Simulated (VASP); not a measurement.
# Ga3HN3 in VASP: single point with PBE

Aim: the single point of Ga3HN3 with PBE.

All numbers are computed with VASP 6.6.1; they aren't measurements. Logs are shortened: lines on timing, memory, paths and dates and some standing lists are left out, and cuts for length are marked.

## (1) The cell of the first run

The cell holds a slab with vacuum, 7 atoms: a = 3.217 Å, b = 3.217 Å, c = 21.220 Å, α = 90.00°, β = 90.00°, γ = 90.00°.

## (2) Single point, PBE, collinear spin

Input file INCAR:

```
SYSTEM = Ga3HN3
PREC = Accurate
ENCUT = 520
EDIFF = 1E-6
ISMEAR = 0
SIGMA = 0.05
LREAL = .False.
LASPH = .True.
NELM = 200
ALGO = Normal
ISIF = 2
LWAVE = .False.
LCHARG = .False.
ISPIN = 2
MAGMOM = 0 0 0 0 0 0 1
LORBIT = 11
LDIPOL = .True.
IDIPOL = 3
DIPOL = 0.5 0.5 0.348
GGA = PE
NBANDS = 40
GGA_COMPAT = .False.
NELMDL = -8
```

Input file KPOINTS:

```
regular mesh
0
Gamma
  8 8 1
  0 0 0
```

Input file POSCAR:

```
Ga3HN3
1.0
    3.2165072845      0.0000000000      0.0000000000
    0.0000000000      3.2165072845      0.0000000000
    0.0000000000      0.0000000000     21.2198073008
N Ga H
3 3 1
Direct
    0.0000000000      0.5000000000      0.1885031256
    0.5000000000      0.0000000000      0.2956866679
    0.0000000000      0.5000000000      0.4029970648
    0.5000000000      0.5000000000      0.2420948967
    0.0000000000      0.0000000000      0.3470972837
    0.5000000000      0.5000000000      0.4580535140
    1.0000000000      1.0000000000      0.5005000116
```

Potentials or basis: VASP PAW PBE potentials, release 64 (N, Ga_d, H).

Command:

```console
$ cat potpaw_PBE.64/N/POTCAR potpaw_PBE.64/Ga_d/POTCAR potpaw_PBE.64/H/POTCAR > POTCAR
$ mpirun -np 1 vasp_std > vasp.out
```

OUTCAR:

```text
SYSTEM = Ga3HN3
   PREC = Accurate
   ENCUT = 520
   EDIFF = 1E-6
   ISMEAR = 0
   LREAL = .False.
   LASPH = .True.
   NELM = 200
   ISIF = 2
   ISPIN = 2
   LORBIT = 11
   GGA = PE
   NELMDL = -8

 ion  position               nearest neighbor table
   1  0.000  0.500  0.189-   4 1.97   4 1.97
   2  0.500  0.000  0.296-   5 1.94   5 1.94   4 1.97   4 1.97
   3  0.000  0.500  0.403-   6 1.99   6 1.99   5 2.00   5 2.00
   4  0.500  0.500  0.242-   1 1.97   1 1.97   2 1.97   2 1.97
   5  0.000  0.000  0.347-   2 1.94   2 1.94   3 2.00   3 2.00
   6  0.500  0.500  0.458-   3 1.99   3 1.99
   7  0.000  0.000  0.501-

  LATTYP: Found a simple tetragonal cell.
 ALAT       =     3.2165072845
 C/A-ratio  =     6.5971581669

  Lattice vectors:

 A1 = (   3.2165072845,   0.0000000000,   0.0000000000)
 A2 = (   0.0000000000,   3.2165072845,   0.0000000000)
 A3 = (   0.0000000000,   0.0000000000,  21.2198073008)

Analysis of symmetry for initial positions (statically):
=====================================================================
 Subroutine PRICEL returns:
 Original cell was already a primitive cell.

 Routine SETGRP: Setting up the symmetry group for a
 simple tetragonal supercell.

 Subroutine GETGRP returns: Found  4 space group operations
 (whereof  4 operations were pure point group operations)
 out of a pool of 16 trial point group operations.

The static configuration has the point symmetry C_2v.

Analysis of symmetry for dynamics (positions and initial velocities):
=====================================================================
 Subroutine PRICEL returns:
 Original cell was already a primitive cell.

 Routine SETGRP: Setting up the symmetry group for a
 simple tetragonal supercell.

 Subroutine GETGRP returns: Found  4 space group operations
 (whereof  4 operations were pure point group operations)
 out of a pool of 16 trial point group operations.

The dynamic configuration has the point symmetry C_2v.

Analysis of structural, dynamic, and magnetic symmetry:
=====================================================================
 Subroutine PRICEL returns:
 Original cell was already a primitive cell.

 Routine SETGRP: Setting up the symmetry group for a
 simple tetragonal supercell.

 Subroutine GETGRP returns: Found  4 space group operations
 (whereof  4 operations were pure point group operations)
 out of a pool of 16 trial point group operations.

The overall configuration has the point symmetry C_2v.

 Subroutine INISYM returns: Found  4 space group operations
 (whereof  4 operations are pure point group operations),
 and found     1 'primitive' translations

----------------------------------------------------------------------------------------

                                     Primitive cell

  volume of cell :     219.5384

  direct lattice vectors                    reciprocal lattice vectors
     3.216507285  0.000000000  0.000000000     0.310896234  0.000000000  0.000000000
     0.000000000  3.216507285  0.000000000     0.000000000  0.310896234  0.000000000
     0.000000000  0.000000000 21.219807301     0.000000000  0.000000000  0.047125781

  length of vectors
     3.216507285  3.216507285 21.219807301     0.310896234  0.310896234  0.047125781

  position of ions in fractional coordinates (direct lattice)
     0.000000000  0.500000000  0.188503126
     0.500000000  0.000000000  0.295686668
     0.000000000  0.500000000  0.402997065
     0.500000000  0.500000000  0.242094897
     0.000000000  0.000000000  0.347097284
     0.500000000  0.500000000  0.458053514
     0.000000000  0.000000000  0.500500012

  ion indices of the primitive-cell ions
   primitive index   ion index
                 1           1
                 2           2
                 3           3
                 4           4
                 5           5
                 6           6
                 7           7

----------------------------------------------------------------------------------------

 KPOINTS: regular mesh

Automatic generation of k-mesh.
 Grid dimensions read from file:
 generate k-points for:    8    8    1

 Generating k-lattice:

  Cartesian coordinates                     Fractional coordinates (reciprocal lattice)
     0.038862029  0.000000000  0.000000000     0.125000000  0.000000000  0.000000000
     0.000000000  0.038862029  0.000000000     0.000000000  0.125000000  0.000000000
     0.000000000  0.000000000  0.047125781     0.000000000  0.000000000  1.000000000

  Length of vectors
     0.038862029  0.038862029  0.047125781

  Shift w.r.t. Gamma in fractional coordinates (k-lattice)
     0.000000000  0.000000000  0.000000000

 Subroutine IBZKPT returns following result:
 ===========================================

 Found     25 irreducible k-points:

 Following reciprocal coordinates:
            Coordinates               Weight
  0.000000  0.000000  0.000000      1.000000
  0.125000  0.000000  0.000000      2.000000
  0.000000  0.125000  0.000000      2.000000
  0.250000  0.000000  0.000000      2.000000
  0.000000  0.250000  0.000000      2.000000
  0.375000  0.000000  0.000000      2.000000
[... 16 lines left out ...]
  0.500000  0.375000  0.000000      2.000000
 -0.375000  0.500000  0.000000      2.000000
   k-points           NKPTS =     25   k-points in BZ     NKDIM =     25   number of bands    NBANDS=     40
   number of dos      NEDOS =    301   number of ions     NIONS =      7
   total plane-waves  NPLWV =  92160
   dimension x,y,z NGX =    24 NGY =   24 NGZ =  160
   dimension x,y,z NGXF=    48 NGYF=   48 NGZF=  320
   ions per type =               3   3   1
   NGX,Y,Z   is equivalent  to a cutoff of  12.40, 12.40, 12.54 a.u.
   NGXF,Y,Z  is equivalent  to a cutoff of  24.81, 24.81, 25.07 a.u.
 SYSTEM =  Ga3HN3
   PREC   = accura    normal or accurate (medium, high low for compatibility)
   ISTART =      0    job   : 0-new  1-cont  2-samecut
   ICHARG =      2    charge: 1-file 2-atom 10-const
   ISPIN  =      2    spin polarized calculation?
   LNONCOLLINEAR =      F non collinear calculations
   LSORBIT =      F    spin-orbit coupling
   LASPH  =      T    aspherical Exc in radial PAW
   ENCUT  =  520.0 eV  38.22 Ry    6.18 a.u.   5.98  5.98 39.45*2*pi/ulx,y,z
   NELM   =    200;   NELMIN=  2; NELMDL= -8     # of ELM steps
   EDIFF  = 0.1E-05   stopping-criterion for ELM
   LREAL  =      F    real-space projection
   EDIFFG = 0.1E-04   stopping-criterion for IOM
   NSW    =      0    number of steps for IOM
   IBRION =     -1    ionic relax: 0-MD 1-quasi-New 2-CG
   NFREE  =      0    steps in history (QN), initial steepest desc. (CG)
   ISIF   =      2    stress and relaxation
   ISYM   =      2    0-nonsym 1-usesym 2-fastsym
   POTIM  = 0.5000    time-step for ionic-motion
   TEBEG  =    0.0;   TEEND  =   0.0 temperature during run
   PSTRESS=    0.0 pullay stress
   NELECT =      55.0000    total number of electrons
   NUPDOWN=      -1.0000    fix difference up-down
   EMIN   =  10.00;   EMAX   =-10.00  energy-range for DOS
   EFERMI =   0.00;   METHOD = LEGACY
   ISMEAR =     0;   SIGMA  =   0.05  broadening in eV -4-tet -1-fermi 0-gaus
   EFERMI_NEDOS =   21; number of points for ismear=-14 and -15
   IALGO  =     38    algorithm
   IMIX   =      4    mixing-type and parameters
     AMIX     =   0.40;   BMIX     =  1.00
     AMIX_MAG =   1.60;   BMIX_MAG =  1.00
  volume/ion in A,a.u.               =      31.36       211.65
  Fermi-wavevector in a.u.,A,eV,Ry     =   1.032030  1.950253 14.491367  1.065085
  Thomas-Fermi vector in A             =   2.166207
   LORBIT       =     11    0 simple, 1 ext, 2 COOP (PROOUT), +10 PAW based schemes
   GGA     = PE    functional components
   LHFCALC =     F    Hartree Fock is set to
   AEXX    =    0.0000 exact exchange contribution
   IVDW    =     0    specifies the selected vdW correction
   LEPSILON=     F    determine dielectric tensor
   LRPA    =     F    only Hartree local field effects (RPA)
 spin polarized calculation
 Gauss-broadening in eV      SIGMA  =   0.05
  energy-cutoff  :      520.00
  volume of cell :      219.54
 maximum number of plane-waves:      5966
   NGX = 11   NGY = 11   NGZ = 79

 dipolmoment           0.000000      0.000000      0.079790 electrons x Angstroem

 number of electron      55.0000025 magnetization       0.0002420

 dipolmoment           0.000000      0.000000     -0.189886 electrons x Angstroem

 Free energy of the ion-electron system (eV)
  ---------------------------------------------------
  ext. energy  EPLUGINS =         0.00000000
  ---------------------------------------------------
  free energy    TOTEN  =       -33.53638703 eV

  energy without entropy =      -33.52932556  energy(sigma->0) =      -33.53285629

 E-fermi :  -2.5380     XC(G=0):  -4.7680

 val. band max:       -2.5428332852   @ k =  -0.1250   0.3750   0.0000
 cond. band min:      -2.5279870468   @ k =   0.3750   0.0000   0.0000
 fundamental gap:      0.0148462385
 Fermi energy:        -2.5380012298

 spin component 1

 k-point     1 :       0.0000    0.0000    0.0000
  band No.  band energies     occupation
      1     -18.8250      1.00000
      2     -18.2313      1.00000
      3     -17.5446      1.00000
      4     -17.5263      1.00000
      5     -17.5182      1.00000
      6     -17.4086      1.00000
[... 31 lines left out ...]
     38       5.5894      0.00000
     39       5.5988      0.00000

 k-point     2 :       0.1250    0.0000    0.0000
  band No.  band energies     occupation
      1     -18.7691      1.00000
      2     -18.2030      1.00000
      3     -17.5870      1.00000
      4     -17.5244      1.00000
      5     -17.4850      1.00000
      6     -17.4172      1.00000
[... 916 lines left out ...]
 k-point    24 :      -0.3750    0.5000    0.0000
  band No.  band energies     occupation
      1     -18.4455      1.00000
      2     -17.8874      1.00000
      3     -17.5637      1.00000
      4     -17.5317      1.00000
      5     -17.5301      1.00000
      6     -17.3598      1.00000
[... 31 lines left out ...]
     38       6.8102      0.00000
     39       7.6887      0.00000

 [... further k-points ...]

 spin component 2

 k-point     1 :       0.0000    0.0000    0.0000
  band No.  band energies     occupation
      1     -18.8250      1.00000
      2     -18.2313      1.00000
      3     -17.5446      1.00000
      4     -17.5263      1.00000
      5     -17.5181      1.00000
      6     -17.4086      1.00000
[... 31 lines left out ...]
     38       5.5894      0.00000
     39       5.6038      0.00000

 k-point     2 :       0.1250    0.0000    0.0000
  band No.  band energies     occupation
      1     -18.7691      1.00000
      2     -18.2030      1.00000
      3     -17.5870      1.00000
      4     -17.5244      1.00000
      5     -17.4850      1.00000
      6     -17.4172      1.00000
[... 916 lines left out ...]
 k-point    24 :      -0.3750    0.5000    0.0000
  band No.  band energies     occupation
      1     -18.4455      1.00000
      2     -17.8874      1.00000
      3     -17.5637      1.00000
      4     -17.5317      1.00000
      5     -17.5301      1.00000
      6     -17.3598      1.00000
[... 31 lines left out ...]
     38       6.8101      0.00000
     39       7.6887      0.00000

 [... further k-points ...]

 [bands above 39 left out]

------------------------ aborting loop because EDIFF is reached ----------------------------------------

 vacuum level on the upper side and lower side of the slab       (xc-potential included)        -1.619         1.619

  FORCE on cell =-STRESS in cart. coord.  units (eV):
  Direction    XX          YY          ZZ          XY          YZ          ZX
  --------------------------------------------------------------------------------------
  -------------------------------------------------------------------------------------
  Total       -3.9481217     -2.2605920     -0.7338061      0.0000000      0.0000000      0.0000000
  in kB      -28.8131409    -16.4976563     -5.3552702      0.0000000      0.0000000      0.0000000
  external PRESSURE =     -16.8886891 kB  Pullay stress =       0.0000000 kB

 VOLUME and BASIS-vectors are now :
 -----------------------------------------------------------------------------
  energy-cutoff  :      520.00
  volume of cell :      219.54
      direct lattice vectors                 reciprocal lattice vectors
     3.216507285  0.000000000  0.000000000     0.310896234  0.000000000  0.000000000
     0.000000000  3.216507285  0.000000000     0.000000000  0.310896234  0.000000000
     0.000000000  0.000000000 21.219807301     0.000000000  0.000000000  0.047125781

 POSITION                                       TOTAL-FORCE (eV/Angst)
 -----------------------------------------------------------------------------------
      0.00000      1.60825      4.00000         0.000000      0.000000      1.432387
      1.60825      0.00000      6.27441         0.000000      0.000000      0.773619
      0.00000      1.60825      8.55152         0.000000      0.000000     -0.085247
      1.60825      1.60825      5.13721         0.000000      0.000000     -2.175794
      0.00000      0.00000      7.36534         0.000000      0.000000     -0.034366
      1.60825      1.60825      9.71981         0.000000      0.000000      0.079761
      0.00000      0.00000     10.62051         0.000000      0.000000      0.009640
 -----------------------------------------------------------------------------------
    total drift:                                0.000000      0.000000      0.000302

  FREE ENERGIE OF THE ION-ELECTRON SYSTEM (eV)
  ---------------------------------------------------
  free  energy   TOTEN  =       -33.5363870316 eV

  energy  without entropy=      -33.5293255579  energy(sigma->0) =      -33.53285629

 vacuum level on the upper side and lower side of the slab         2.478         5.799

 total charge

# of ion       s       p       d       tot
------------------------------------------
    1        1.316   2.146   0.000   3.462
    2        1.238   2.484   0.000   3.722
    3        1.247   2.441   0.000   3.688
    4        0.797   0.865  10.144  11.807
    5        0.793   0.862  10.158  11.812
    6        0.845   0.600  10.039  11.484
    7        0.425   0.004   0.000   0.429
--------------------------------------------------
tot          6.661   9.402  30.341  46.404

 magnetization (x)

# of ion       s       p       d       tot
------------------------------------------
    1        0.000   0.000   0.000   0.000
    2        0.000   0.000   0.000   0.000
    3        0.000   0.000   0.000   0.000
    4        0.000   0.000   0.000   0.000
    5        0.000   0.000   0.000   0.000
    6        0.000   0.000   0.000   0.000
    7        0.000   0.000   0.000   0.000
--------------------------------------------------
tot          0.000   0.000   0.000   0.000
```

It took 9.6 min on 1 thread of Intel Xeon 6975P-C (Granite Rapids), shared host; peak memory 0.55 GiB.

Results:

- Free energy: -33.5364 eV
- Largest force: 2.176 eV/Å
- Net moment: 0.00 μB per cell
- Valence electrons inside the program's atomic spheres: N 3.46, 3.72, 3.69; Ga 11.81, 11.48 (each value once); H 0.43

Forces on the atoms (eV/Å):
```
N    0.000  0.000  1.432
N    0.000  0.000  0.774
N    0.000  0.000 -0.085
Ga   0.000  0.000 -2.176
Ga   0.000  0.000 -0.034
Ga   0.000  0.000  0.080
H    0.000  0.000  0.010
```
